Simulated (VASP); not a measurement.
# C in VASP: further runs, part 2 of 2

VASP 6.6.1. Earlier steps stand in the parts before.

**5. Single point, LDA**

This run uses another cell than the first one, of 22.27 Å³/atom, 1.042 times its volume.

The input, INCAR:

```
PREC = Accurate
ENCUT = 520
EDIFF = 1E-6
ISMEAR = -1
SIGMA = 0.05
LREAL = False
LASPH = True
NELM = 100
ALGO = Normal
ISIF = 2
LWAVE = False
LCHARG = True
LELF = True
LVHAR = True
NBANDS = 11
```

The input, KPOINTS:

```
regular mesh
0
Gamma
  12 12 3
```

The input, POSCAR:

```
C
1.0
    2.4561701622      0.0000000000      0.0000000000
   -1.2280850811      2.1271057565      0.0000000000
    0.0000000000      0.0000000000      8.5238033600
C
2
Direct
    0.6666666667      0.3333333333      0.0000000000
    0.3333333333      0.6666666667      0.0000000000
```

Potentials or basis: VASP PAW LDA potentials, release 64 (C).

Started as:

```
$ cat potpaw_LDA.64/C/POTCAR > POTCAR
$ mpirun -np 1 vasp_std > vasp.out
```

OUTCAR:

```text
PREC = Accurate
   ENCUT = 520
   EDIFF = 1E-6
   ISMEAR = -1
   LREAL = False
   LASPH = True
   NELM = 100
   ISIF = 2

 ion  position               nearest neighbor table
   1  0.667  0.333  0.000-   2 1.42   2 1.42   2 1.42
   2  0.333  0.667  0.000-   1 1.42   1 1.42   1 1.42

  LATTYP: Found a hexagonal cell.
 ALAT       =     2.4561701622
 C/A-ratio  =     3.4703635323

  Lattice vectors:

 A1 = (   2.4561701622,   0.0000000000,   0.0000000000)
 A2 = (  -1.2280850811,   2.1271057565,   0.0000000000)
 A3 = (   0.0000000000,   0.0000000000,   8.5238033600)

Analysis of symmetry for initial positions (statically):
=====================================================================
 Subroutine PRICEL returns:
 Original cell was already a primitive cell.

 Routine SETGRP: Setting up the symmetry group for a
 hexagonal supercell.

 Subroutine GETGRP returns: Found 24 space group operations
 (whereof 24 operations were pure point group operations)
 out of a pool of 24 trial point group operations.

The static configuration has the point symmetry D_6h.

Analysis of symmetry for dynamics (positions and initial velocities):
[... 164 lines left out ...]

 k-point     1 :       0.0000    0.0000    0.0000
  band No.  band energies     occupation
      1     -20.2870      2.00000
      2      -8.6130      2.00000
      3      -3.9267      2.00000
      4      -3.9267      2.00000
      5       2.2369      0.00000
      6       4.5839      0.00000
      7       6.1970      0.00000
      8       7.4416      0.00000
      9       7.4416      0.00000
     10      10.5761      0.00000
     11      12.1655      0.00000
[... 309 lines left out ...]
 k-point    24 :       0.3333   -0.0000    0.3333
  band No.  band energies     occupation
      1     -17.6990      2.00000
      2     -10.4461      2.00000
      3      -6.6939      2.00000
      4      -5.5797      2.00000
      5       4.0228      0.00000
      6       6.1047      0.00000
      7       6.9576      0.00000
      8       7.1909      0.00000
      9      10.9439      0.00000
     10      14.1277      0.00000
     11      14.9633      0.00000

 [... further k-points ...]
[... 5 lines left out ...]
  --------------------------------------------------------------------------------------
  -------------------------------------------------------------------------------------
  Total       -0.5062166     -0.5062166     -0.0127413      0.0000000      0.0000000      0.0000000
  in kB      -18.2123521    -18.2123521     -0.4584002      0.0000000      0.0000000      0.0000000
  external PRESSURE =     -12.2943681 kB  Pullay stress =       0.0000000 kB

 VOLUME and BASIS-vectors are now :
 -----------------------------------------------------------------------------
  energy-cutoff  :      520.00
  volume of cell :       44.53
      direct lattice vectors                 reciprocal lattice vectors
     2.456170162  0.000000000  0.000000000     0.407137916  0.235061185  0.000000000
    -1.228085081  2.127105756  0.000000000     0.000000000  0.470122370  0.000000000
     0.000000000  0.000000000  8.523803360     0.000000000  0.000000000  0.117318521

 POSITION                                       TOTAL-FORCE (eV/Angst)
 -----------------------------------------------------------------------------------
      1.22809      0.70904      0.00000        -0.000000     -0.000000     -0.000000
     -0.00000      1.41807      0.00000         0.000000      0.000000      0.000000
 -----------------------------------------------------------------------------------
    total drift:                                0.000000     -0.000000      0.000000

  FREE ENERGIE OF THE ION-ELECTRON SYSTEM (eV)
  ---------------------------------------------------
  free  energy   TOTEN  =       -20.1689051044 eV

  energy  without entropy=      -20.1669796956  energy(sigma->0) =      -20.16794240
```

OSZICAR:

```text
N       E                     dE             d eps       ncg     rms          rms(c)
DAV:   1     0.233270418656E+02    0.23327E+02   -0.37451E+03   844   0.591E+02
DAV:   2    -0.195407149945E+02   -0.42868E+02   -0.40398E+02  1052   0.131E+02
DAV:   3    -0.216374258281E+02   -0.20967E+01   -0.20857E+01  1063   0.282E+01
DAV:   4    -0.216601127582E+02   -0.22687E-01   -0.22679E-01  1204   0.356E+00
DAV:   5    -0.216602363701E+02   -0.12361E-03   -0.12360E-03  1058   0.227E-01    0.657E+00
DAV:   6    -0.205736188709E+02    0.10866E+01   -0.92773E-01   952   0.546E+00    0.375E+00
DAV:   7    -0.201768072222E+02    0.39681E+00   -0.11580E+00  1022   0.606E+00    0.977E-01
DAV:   8    -0.201686706623E+02    0.81366E-02   -0.32860E-02   977   0.107E+00    0.213E-01
DAV:   9    -0.201679613396E+02    0.70932E-03   -0.57018E-04  1031   0.152E-01    0.155E-01
DAV:  10    -0.201675163249E+02    0.44501E-03   -0.52896E-03   910   0.299E-01    0.129E-01
DAV:  11    -0.201681225468E+02   -0.60622E-03   -0.19236E-04   948   0.791E-02    0.406E-02
DAV:  12    -0.201688288141E+02   -0.70627E-03   -0.23903E-04   895   0.780E-02    0.248E-02
DAV:  13    -0.201688741611E+02   -0.45347E-04   -0.36409E-06   977   0.113E-02    0.607E-03
DAV:  14    -0.201689046757E+02   -0.30515E-04   -0.25393E-06   897   0.624E-03    0.180E-03
DAV:  15    -0.201689051044E+02   -0.42867E-06   -0.53914E-08   974   0.149E-03
   1 F= -.20168905E+02 E0= -.20167942E+02  d E =-.192541E-02
```

stdout:

```text
POSCAR found type information on POSCAR C
 POSCAR found :  1 types and       2 ions
 scaLAPACK will be used
 LDA part: xc-table for (Slater(with rela. corr.)+CA(PZ))
 , standard interpolation
 POSCAR, INCAR and KPOINTS ok, starting setup
 FFT: planning ... GRIDC
 FFT: planning ... GRID_SOFT
 FFT: planning ... GRID
 WAVECAR not read
 entering main loop
```

Run time: 18 s. Hardware: 1 thread of AMD EPYC 7R13 (Zen 3), shared host; peak memory 0.1 GiB.

What came out:

- Free energy: -20.1689 eV
- Band gap on the k mesh: zero (filled and empty bands touch)

Levels at points of the mesh, in eV from the Fermi level:
```tsv
k point	band 2	band 3	band 4	band 5	band 6	band 7
(0.00, 0.00, 0.00)	-7.72	-3.03	-3.03	3.13	5.48	7.09
(0.50, 0.00, 0.00)	-13.22	-6.44	-2.38	1.63	7.56	11.05
```

**6. Summary**

```tsv
level	potentials or basis	cell	gap on the mesh (eV)
PBEsol	VASP PAW PBE potentials, release 64 (C)	a = 2.423, b = 2.423, c = 8.409 Å, angles 90.0, 90.0, 120.0°, 2 atoms	none
PBEsol	VASP PAW PBE potentials, release 64 (C)	a = 2.440, b = 2.440, c = 8.467 Å, angles 90.0, 90.0, 120.0°, 2 atoms	none
LDA	VASP PAW LDA potentials, release 64 (C)	a = 2.456, b = 2.456, c = 8.524 Å, angles 90.0, 90.0, 120.0°, 2 atoms	none
```

Alike in all rows: task single point; no spin polarisation; k mesh 12 × 12 × 3; cutoff (eV) 520; smearing fermi-dirac 0.05 eV.

Caveats: the PAW data sets were made with another functional, which shifts forces and pressure a little (some runs).

Absolute energies hang on the potentials; compare differences alone.
